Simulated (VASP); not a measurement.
The system is CdS.

```xyz
2
Lattice="0.0000 2.8771 2.8771 2.8771 0.0000 2.8771 2.8771 2.8771 0.0000" Properties=species:S:1:pos:R:3 pbc="T T T"
Cd    0.0000    0.0000    0.0000
S     4.3156    4.3156    4.3156
```

Program: VASP 6.6.1. Alike in all runs: task single point; potentials or basis VASP PAW PBE potentials, release 64 (Cd, S); no spin polarisation; cell as given; k mesh 4 × 4 × 4; cutoff (eV) 520; smearing fermi-dirac 0.05 eV.

Q: Order these runs on this cell by their band gap on the k mesh, lowest first.
A. level r2SCAN0; share of exact exchange 0.25
B. level BHLYP; share of exact exchange 0.5
C. level PBEsol-based screened hybrid with 25 % exact exchange; share of exact exchange 0.25; screening parameter 0.207 1/Å

A: C (2.13 eV), A (3.26 eV), B (4.84 eV).

Caveats: all runs use coarse meshes.
